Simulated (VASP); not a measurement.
Set up this calculation in VASP 6.6.1, as the native input.

```
Task                   : relaxation of cell and atoms
Functional             : PBE
Potentials or basis    : VASP PAW PBE potentials, release 64 (Si)
Cutoff                 : 600 eV
k mesh                 : 12 × 12 × 4
Occupations            : fermi-dirac, width 0.02 eV
Spin                   : no spin polarisation
Dipole correction      : no
Further INCAR settings : ALGO = Normal; EDIFF = 1e-06; IBRION = 2; EDIFFG = -0.005; NSW = 80; ISIF = 3
```

The structure of Si lies in POSCAR:

```
Si
1.0
    3.6252448193      0.0000000000      0.0000000000
   -1.8126224097      3.1395541085      0.0000000000
    0.0000000000      0.0000000000      5.9200247899
Si
4
Direct
    0.3333333333      0.6666666667      0.0000000000
    0.6666666667      0.3333333333      0.5000000000
    0.3333333333      0.6666666667      0.3750000000
    0.6666666667      0.3333333333      0.8750000000
```

This isn't the form of Si at room conditions, which is diamond.

The input as run:

INCAR

```
PREC = Accurate
ENCUT = 600
EDIFF = 1E-6
ISMEAR = -1
SIGMA = 0.02
LREAL = F
LASPH = T
NELM = 80
ALGO = Normal
ISIF = 3
LWAVE = F
LCHARG = F
GGA = PE
IBRION = 2
NSW = 80
EDIFFG = -0.005
```

KPOINTS

```
Automatic mesh
0
Gamma
  12 12 4
```

Potentials or basis: VASP PAW PBE potentials, release 64 (Si).

Command:

```console
$ cat potpaw_PBE.64/Si/POTCAR > POTCAR
$ mpirun -np 1 vasp_std > vasp.out
```

It gave:

```json
{
  "Relaxed volume": "20.43 Å³/atom",
  "Relaxed cell": "a = 3.851 Å, b = 3.851 Å, c = 6.362 Å, α = 90.00°, β = 90.00°, γ = 120.00°",
  "Space group after relaxing (to 0.1 Å)": "P6_3/mmc (No. 194)",
  "Energy gained by relaxing": "244.5 meV/atom",
  "Ionic steps": "7",
  "Pressure after relaxing": "0.0 GPa",
  "Band gap on the k mesh": "0.45 eV (least direct gap 0.99 eV)"
}
```

Caveat: the volume moved by over 15 % at a fixed basis, so the end points are rough.

It took 92 s on 1 thread of AMD EPYC 9R45 96-Core Processor (Zen 5) (shared host), peak memory 0.19 GiB.
